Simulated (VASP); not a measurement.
# SnO in VASP: further runs, part 2 of 2

VASP 6.6.1. The steps go on from the part before.

### 3 Single point, PBE+D3(BJ) (layers slid over each other)

Contents of INCAR:

```
PREC     = Accurate       # precision mode
ENCUT    = 520            # plane-wave cutoff, eV
EDIFF    = 1E-6           # SCF threshold, eV
ISMEAR   = 0              # smearing method
SIGMA    = 0.05           # smearing width, eV
LREAL    = F              # projectors in reciprocal space
LASPH    = T              # aspherical terms in the spheres
NELM     = 100            # most SCF steps
ALGO     = Normal         # electronic algorithm
ISIF     = 2              # what is computed and relaxed
LWAVE    = F              # write WAVECAR
LCHARG   = F              # write CHGCAR
LDIPOL   = T            
IDIPOL   = 3            
DIPOL    = 0.5 0.5 0.394
GGA      = PE             # functional
IVDW     = 12             # dispersion correction
NBANDS   = 50             # bands
```

Contents of KPOINTS:

```
Automatic mesh
0
Gamma
  7 7 1
```

Contents of POSCAR:

```
SnO
1.0
    3.8201526160      0.0002954389      0.0000000000
   -0.0003145156      3.8201526145      0.0000000000
    0.0000000000      0.0000000000     22.2260756252
Sn O
4 4
Direct
    0.9999453016      0.9999453016      0.2024648920
    0.4999453016      0.4999453016      0.3087831576
    0.4999453016      0.8749453016      0.4797535108
   -0.0000546984      0.3749453016      0.5860717765
    0.9999461184      0.4999461184      0.2556240248
    0.4999461184      0.9999461184      0.2556240248
    0.4999461184      0.3749461184      0.5329126436
   -0.0000538816      0.8749461184      0.5329126436
```

Potentials or basis: VASP PAW PBE potentials, release 64 (Sn_d, O).

The run is started by

```
$ cat potpaw_PBE.64/Sn_d/POTCAR potpaw_PBE.64/O/POTCAR > POTCAR
$ mpirun -np 1 vasp_std > vasp.out
```

OUTCAR:

```text
PREC = Accurate
   ENCUT = 520
   EDIFF = 1E-6
   ISMEAR = 0
   LREAL = F
   LASPH = T
   NELM = 100
   ISIF = 2
   GGA = PE
   IVDW = 12
 IVDW          = 12

 ion  position               nearest neighbor table
   1  1.000  1.000  0.202-   6 2.25   5 2.25   6 2.25   5 2.25   2 3.59   2 3.59   2 3.59   2 3.59

   2  0.500  0.500  0.309-   5 2.25   6 2.25   5 2.25   6 2.25   1 3.59   1 3.59   1 3.59   1 3.59

   3  0.500  0.875  0.480-   8 2.25   7 2.25   8 2.25   7 2.25   4 3.59   4 3.59   4 3.59   4 3.59

   4  1.000  0.375  0.586-   7 2.25   8 2.25   7 2.25   8 2.25   3 3.59   3 3.59   3 3.59   3 3.59

   5  1.000  0.500  0.256-   2 2.25   1 2.25   2 2.25   1 2.25
   6  0.500  1.000  0.256-   1 2.25   2 2.25   1 2.25   2 2.25
   7  0.500  0.375  0.533-   3 2.25   4 2.25   3 2.25   4 2.25
   8  1.000  0.875  0.533-   3 2.25   4 2.25   3 2.25   4 2.25

  LATTYP: Found a simple tetragonal cell.
 ALAT       =     3.8201526274
 C/A-ratio  =     5.8181119429

  Lattice vectors:

 A1 = (   3.8201526160,   0.0002954389,   0.0000000000)
 A2 = (  -0.0003145156,   3.8201526145,   0.0000000000)
[... 195 lines left out ...]
      2     -21.0503      2.00000
      3     -20.6899      2.00000
      4     -20.6899      2.00000
      5     -20.6537      2.00000
      6     -20.6530      2.00000
[... 837 lines left out ...]
     49       6.2716      0.00000
     50       6.3929      0.00000

------------------------ aborting loop because EDIFF is reached ----------------------------------------

 vacuum level on the upper side and lower side of the slab       (xc-potential included)        -0.138        -0.138

 Edisp (eV)   -1.27404

 E8    (eV) :    -0.5635

  FORCE on cell =-STRESS in cart. coord.  units (eV):
  Direction    XX          YY          ZZ          XY          YZ          ZX
  --------------------------------------------------------------------------------------
  -------------------------------------------------------------------------------------
  Total       0.25978     0.44545     0.20592    -0.00002     0.41730    -0.00003
  in kB       1.28321     2.20034     1.01716    -0.00008     2.06129    -0.00017
  external pressure =        1.50 kB  Pullay stress =        0.00 kB

 VOLUME and BASIS-vectors are now :
 -----------------------------------------------------------------------------
  energy-cutoff  :      520.00
  volume of cell :      324.36
      direct lattice vectors                 reciprocal lattice vectors
     3.820152616  0.000295439  0.000000000     0.261769645  0.000021552  0.000000000
    -0.000314516  3.820152614  0.000000000    -0.000020244  0.261769645  0.000000000
     0.000000000  0.000000000 22.226075625     0.000000000  0.000000000  0.044992198

 POSITION                                       TOTAL-FORCE (eV/Angst)
 -----------------------------------------------------------------------------------
      3.81963      3.82024      4.50000         0.000001     -0.007947     -0.076027
      1.90971      1.91002      6.86304         0.000004     -0.053760      0.051436
      1.90959      3.34257     10.66304        -0.000004      0.053760     -0.051436
      3.81983      1.43264     13.02608        -0.000001      0.007947      0.076027
      3.81979      1.91017      5.68152        -0.000001      0.016028      0.009526
      1.90956      3.82009      5.68152         0.000003     -0.039587      0.005785
      1.90975      1.43250     11.84456        -0.000003      0.039587     -0.005785
      3.81967      3.34272     11.84456         0.000001     -0.016028     -0.009526
 -----------------------------------------------------------------------------------
    total drift:                               -0.013975     -0.013978     -0.000089

  FREE ENERGIE OF THE ION-ELECTRON SYSTEM (eV)
  ---------------------------------------------------
  free  energy   TOTEN  =       -46.4138548890 eV

  energy  without entropy=      -46.4138548890  energy(sigma->0) =      -46.41385489

 vacuum level on the upper side and lower side of the slab         4.825         4.826
```

OSZICAR:

```text
N       E                     dE             d eps       ncg     rms          rms(c)
DAV:   1     0.949165361692E+03    0.94917E+03   -0.38122E+04  1712   0.181E+03
DAV:   2     0.138111114994E+03   -0.81105E+03   -0.78387E+03  1792   0.496E+02
DAV:   3    -0.389192333821E+02   -0.17703E+03   -0.17112E+03  1984   0.221E+02
[... 16 lines left out ...]
DAV:  20    -0.451397989096E+02   -0.18842E-04   -0.84933E-07  1222   0.884E-03    0.133E-03
DAV:  21    -0.451398071551E+02   -0.82455E-05   -0.49673E-07  1160   0.631E-03    0.185E-03
DAV:  22    -0.451398085771E+02   -0.14220E-05   -0.23644E-07  1174   0.590E-03    0.824E-04
DAV:  23    -0.451398097952E+02   -0.12180E-05   -0.19130E-07  1072   0.227E-03    0.296E-04
DAV:  24    -0.451398099451E+02   -0.14996E-06   -0.56333E-08  1150   0.191E-03
   1 F= -.46413855E+02 E0= -.46413855E+02  d E =-.903083E-13
```

stdout:

```text
POSCAR found type information on POSCAR SnO
 POSCAR found :  2 types and       8 ions
 scaLAPACK will be used
 LDA part: xc-table for (Slater+PW92), standard interpolation
 POSCAR, INCAR and KPOINTS ok, starting setup
 FFT: planning ... GRIDC
 FFT: planning ... GRID_SOFT
 FFT: planning ... GRID
 WAVECAR not read
 entering main loop
```

Run time: 2.8 min. Hardware: 1 thread of Intel Xeon 6975P-C (Granite Rapids), shared host; peak memory 0.44 GiB.

What came out:

```
Free energy                : -46.4139 eV
Largest force              : 0.076 eV/Å
Band gap on the k mesh     : 2.12 eV (least direct gap 2.32 eV)
Dispersion energy per atom : -0.159 eV
```

Forces in eV/Å, atoms in the order of the input:
```
Sn   0.000 -0.008 -0.076
Sn   0.000 -0.054  0.051
Sn   0.000  0.054 -0.051
Sn   0.000  0.008  0.076
O    0.000  0.016  0.010
O    0.000 -0.040  0.006
O    0.000  0.040 -0.006
O    0.000 -0.016 -0.010
```

Caveat: the cell differs from its parent crystal (layers slid over each other); spin-orbit coupling is left out, which moves the levels of the heavy elements.
